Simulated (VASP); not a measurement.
Input of a VASP 6.6.1 run:

Contents of POSCAR:

```
C
1.0
    2.1205985457     -4.3694582406      0.0000000000
    2.1205985457      4.3694582406      0.0000000000
    0.0000000000      0.0000000000      2.5047085935
C
8
Direct
    0.6481731446      0.9813388589      0.0000000000
    0.3518268554      0.0186611411      0.0000000000
    0.0186611411      0.3518268554      0.0000000000
    0.9813388589      0.6481731446      0.0000000000
    0.4203297916      0.2875357563      0.6473711467
    0.5952645955      0.7736723475      0.5000000000
    0.7736723475      0.5952645955      0.5000000000
    0.2263276525      0.4047354045      0.5000000000
```

File INCAR.step1:

```
PREC = Accurate
ENCUT = 910
ISMEAR = 0
SIGMA = 0.05
LREAL = False
LASPH = True
NELM = 120
NBANDS = 26
GGA = PE
ALGO = Normal
EDIFF = 1E-5
LWAVE = True
LCHARG = False
GGA_COMPAT = False
```

Contents of INCAR.step2:

```
PREC = Accurate
ENCUT = 910
EDIFF = 1E-6
ISMEAR = 0
SIGMA = 0.05
LREAL = False
LASPH = True
NELM = 120
ALGO = Normal
ISIF = 2
LWAVE = False
LCHARG = True
METAGGA = R2SCAN
LMIXTAU = True
LELF = True
LVHAR = True
NBANDS = 26
ISTART = 1
GGA_COMPAT = False
```

Contents of KPOINTS:

```
Automatic mesh
0
Gamma
  6 6 10
```

Potentials or basis: VASP PAW PBE potentials, release 64 (C_h).

Command:

```console
$ cat potpaw_PBE.64/C_h/POTCAR > POTCAR
$ cp INCAR.step1 INCAR
$ mpirun -np 1 vasp_std > vasp.out
$ cp INCAR.step2 INCAR
$ mpirun -np 1 vasp_std > vasp.out
```

Problem. Estimate the largest force.

Solution. 9.949 eV/Å.

Problem. Predict the band gap on the k mesh.

Solution. 0.10 eV (least direct gap 0.98 eV).

Problem. Predict the pressure.

Solution. 12.3 GPa.

Stress tensor (GPa, compression positive):
```
 9.55 -0.57  4.70
-0.57 15.02  1.99
 4.70  1.99 12.25
```

Caveat: the cell differs from its parent crystal (atom 5 (C) moved -0.450 Å towards its neighbour atom 2 (C) at 1.527 Å); the stress differs along the axes, from 10 to 15 GPa; the PAW data sets were made with another functional, which shifts forces and pressure a little. A k mesh can miss the band edges.
